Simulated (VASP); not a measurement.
Set up this calculation in VASP 6.6.1, as the native input.

- Task: electric field gradients
- Functional: PBEsol
- Potentials or basis: VASP PAW PBE potentials, release 64 (Na_pv)
- Cutoff: 520 eV
- k mesh: 11 × 11 × 11
- Occupations: fermi-dirac, width 0.03 eV
- Spin: no spin polarisation
- Dipole correction: no
- Further INCAR settings: ALGO = Normal; EDIFF = 1e-08; NBANDS = 10

The structure of Na lies in POSCAR:

```
Na
1.0
   -2.1453650376      2.1453650376      2.1453650376
    2.1453650376     -2.1453650376      2.1453650376
    2.1453650376      2.1453650376     -2.1453650376
Na
1
Direct
    0.0000000000      0.0000000000      0.0000000000
```

This cell differs from its parent crystal: volume scaled by 1.04.

The input as run:

INCAR

```
PREC = Accurate
ENCUT = 520
EDIFF = 1E-8
ISMEAR = -1
SIGMA = 0.03
LREAL = False
LASPH = True
NELM = 100
ALGO = Normal
ISIF = 2
LWAVE = False
LCHARG = False
GGA = PS
LEFG = True
NBANDS = 10
```

KPOINTS

```
Automatic mesh
0
Gamma
  11 11 11
```

Potentials or basis: VASP PAW PBE potentials, release 64 (Na_pv).

The run is started by

```sh
$ cat potpaw_PBE.64/Na_pv/POTCAR > POTCAR
$ mpirun -np 1 vasp_std > vasp.out
```

It gave:

```json
{
 "Pressure": "-0.6 GPa"
}
```

Caveat: without QUAD_EFG the Cq values of the log hold for a quadrupole moment of 1 mb, not for the nuclei; the PAW data sets were made with another functional, which shifts forces and pressure a little.

Wall time 13 s on 1 thread of Intel Xeon 6975P-C, with other jobs on the host, peak memory 0.16 GiB.
